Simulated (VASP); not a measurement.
Sn3GeP:

```
CELL_PARAMETERS angstrom
3.77732 0.00000 0.00000
0.00000 3.77732 0.00000
0.00000 0.00000 8.97272
ATOMIC_POSITIONS crystal
Sn 0.50000 0.50000 0.78983
Sn 0.50000 0.50000 0.21017
Sn 0.00000 0.00000 0.00000
Ge 0.00000 0.00000 0.50000
P 0.50000 0.50000 0.50000
```

The cell was generated, and may not be a known phase.

- Program: VASP 6.6.1
- Task: relaxation of cell and atoms
- Functional: PBE
- Potentials or basis: VASP PAW PBE potentials, release 64 (Sn_d, Ge_d, P)
- Cutoff: 600 eV
- k mesh: 8 × 8 × 4
- Occupations: gaussian, width 0.1 eV
- Spin: no spin polarisation

At the start: pressure -0.3 GPa; volume 25.60 Å³/atom.

Question: How do energy, volume and symmetry change on relaxing?

Answer: Over 27 steps the energy falls by 23.1 meV/atom and the volume is 25.34 Å³/atom (-1.0 %); space group P4/mmm (No. 123, to 0.1 Å) before and after.

The path:
| step | energy change (eV) | largest force (eV/Å) | pressure (GPa) | volume (Å³) |
| --- | --- | --- | --- | --- |
| 1 | 0.0000 | 0.3098 | -0.32 | 128.02 |
| 2 | -0.0332 | 0.1151 | -0.17 | 127.07 |
| 3 | -0.0597 | 0.0617 | 0.34 | 125.63 |
| 4 | -0.0206 | 0.5041 | 2.01 | 122.56 |
| 5 | -0.0647 | 0.1455 | 0.61 | 125.00 |
| 6 | -0.0654 | 0.2046 | 0.80 | 124.58 |
| 7 | -0.0792 | 0.3023 | -0.22 | 127.29 |
| 8 | -0.0793 | 0.3053 | -0.27 | 127.40 |
| 9 | -0.0929 | 0.2751 | -0.27 | 127.42 |
| 10 | -0.1014 | 0.2178 | -0.24 | 127.42 |
| 11 | -0.1018 | 0.1205 | -0.07 | 127.38 |
| 12 | -0.1109 | 0.0460 | 0.03 | 126.88 |
| 13 | -0.1109 | 0.0494 | 0.06 | 126.87 |
| 14 | -0.1127 | 0.0513 | -0.17 | 127.32 |
| 15 | -0.1133 | 0.0504 | -0.32 | 127.62 |
| 16 | -0.1141 | 0.0489 | -0.26 | 127.41 |
| 17 | -0.1146 | 0.0452 | -0.19 | 127.18 |
| 18 | -0.1146 | 0.0342 | -0.03 | 126.72 |
| 19 | -0.1148 | 0.0429 | -0.12 | 126.98 |
| 20 | -0.1152 | 0.0325 | -0.04 | 126.80 |
| 21 | -0.1153 | 0.0262 | 0.02 | 126.65 |
| 22 | -0.1152 | 0.0140 | 0.14 | 126.37 |
| 23 | -0.1153 | 0.0247 | 0.05 | 126.56 |
| 24 | -0.1153 | 0.0214 | 0.08 | 126.55 |
| 25 | -0.1154 | 0.0144 | 0.01 | 126.65 |
| 26 | -0.1154 | 0.0101 | 0.00 | 126.71 |
| 27 | -0.1154 | 0.0097 | -0.02 | 126.71 |

Final structure:
```
Sn Ge P
1.0
     3.62102    0.00000    0.00000
     0.00000    3.62102    0.00000
     0.00000    0.00000    9.66416
Sn Ge P
3 1 1
Direct
  0.50000 0.50000 0.78427
  0.50000 0.50000 0.21573
  0.00000 0.00000 0.00000
  0.00000 0.00000 0.50000
  0.50000 0.50000 0.50000
```
